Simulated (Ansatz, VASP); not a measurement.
## SnAs in VASP and in Ansatz

File INCAR:

```
SYSTEM = SnAs
PREC     = Accurate       ! precision mode
ENCUT    = 600            ! plane-wave cutoff, eV
EDIFF    = 1E-6           ! SCF threshold, eV
ISMEAR   = -1             ! smearing method
SIGMA    = 0.1            ! smearing width, eV
LREAL    = .False.        ! projectors in reciprocal space
LASPH    = .True.         ! aspherical terms in the spheres
NELM     = 80             ! most SCF steps
ALGO     = Normal         ! electronic algorithm
ISIF     = 3              ! what is computed and relaxed
LWAVE    = .False.        ! write WAVECAR
LCHARG   = .False.        ! write CHGCAR
GGA      = CA             ! functional
IBRION   = 2              ! ionic algorithm
NSW      = 100            ! ionic steps
EDIFFG   = -0.002         ! ionic threshold
```

File KPOINTS:

```
regular mesh
0
Gamma
  12 12 12
  0 0 0
```

File POSCAR:

```
SnAs
1.0
    0.0000000000      2.8405000000      2.8405000000
    2.8405000000      0.0000000000      2.8405000000
    2.8405000000      2.8405000000      0.0000000000
Sn As
1 1
Direct
    0.0000000000      0.0000000000      0.0000000000
    0.5000000000      0.5000000000      0.5000000000
```

Input for Ansatz:

```yaml
crystal:
  lattice:
    - [0.0, 2.8405, 2.8405]
    - [2.8405, 0.0, 2.8405]
    - [2.8405, 2.8405, 0.0]
  atoms:
    - { symbol: Sn, position: [0.0, 0.0, 0.0] }
    - { symbol: As, position: [0.5, 0.5, 0.5] }
kpoints:
  mp_grid: { grid: [12, 12, 12] }
scf:
  occupations: { method: fermi_dirac, width: 0.1 }
hamiltonian:
  xc: lda
  pseudopotentials: { kind: paw }
relax:
  f_tol: 0.002
  max_steps: 80
  cell: {}
output:
  forces: true
  stress: true
```

Alike in both runs: task relaxation of cell and atoms; functional LDA; k mesh 12 × 12 × 12; occupations fermi-dirac, width 0.1 eV; no spin polarisation.

```csv
,VASP,Ansatz
version,VASP 6.6.1,Ansatz 0.2.0
potentials or method,"VASP PAW LDA potentials, release 64 (Sn_d, As)","PAW with Ansatz's default frozen-core files, scalar-relativistic"
plane-wave cutoff (eV),600,420
valence electrons in the cell,19,29
```

Ansatz gave:

| Quantity | Value |
| --- | --- |
| relaxed volume (Å³/atom) | 22.79 |
| relaxed cell length with the largest relative difference (Å) | 4.009 |

Which values does VASP return?

Relaxed volume (Å³/atom): 22.85; relaxed cell length with the largest relative difference (Å): 4.013.

LDA's correlation is that of Perdew and Zunger in VASP and of Perdew and Wang (1992) in Ansatz. VASP's potentials hold 19 valence electrons a cell and Ansatz's 29, so a difference there can come from the potentials and not from the codes.
